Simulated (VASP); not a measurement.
Here is a VASP 6.6.1 calculation.

File POSCAR:

```
SiC
1.0
    0.0000000000      2.0909302570      2.2323129173
    2.0909302570      0.0000000000      2.2323129173
    2.0909302570      2.0909302570      0.0000000000
Si C
1 1
Direct
    0.0000000000      0.0000000000      0.0000000000
    0.2500000000      0.2500000000      0.2500000000
```

INCAR.step1

```
PREC = Accurate
ENCUT = 520
EDIFF = 1E-5
ISMEAR = 0
SIGMA = 0.01
LREAL = F
LASPH = T
NELM = 60
ALGO = Normal
ISIF = 2
LWAVE = T
LCHARG = F
GGA = PE
NBANDS = 11
```

Contents of INCAR.step2:

```
PREC = Accurate
ENCUT = 520
EDIFF = 1E-7
ISMEAR = 0
SIGMA = 0.01
LREAL = F
LASPH = T
NELM = 60
ALGO = Normal
ISIF = 2
LWAVE = F
LCHARG = F
GGA = PE
LHFCALC = T
HFSCREEN = 0.2079
PRECFOCK = Normal
ISTART = 1
NBANDS = 11
```

KPOINTS

```
regular mesh
0
Gamma
  8 8 8
```

Potentials or basis: VASP PAW PBE potentials, release 64 (Si, C).

Command:

```sh
$ cat potpaw_PBE.64/Si/POTCAR potpaw_PBE.64/C/POTCAR > POTCAR
$ cp INCAR.step1 INCAR
$ mpirun -np 1 vasp_std > vasp.out
$ cp INCAR.step2 INCAR
$ mpirun -np 1 vasp_std > vasp.out
```

Question: What does it give for the pressure?

Answer: 12.6 GPa.

Question: What does it give for the band gap on the k mesh?

Answer: 1.82 eV (least direct gap 5.73 eV).

Stress tensor (GPa, compression positive):
```
19.56  0.00  0.00
 0.00 19.56  0.00
 0.00  0.00 -1.47
```

Caveat: the cell differs from its parent crystal (epitaxial xy strain -4.0%); the cell stands under pressure; the PAW data sets were made with another functional, which shifts forces and pressure a little. A k mesh can miss the band edges.
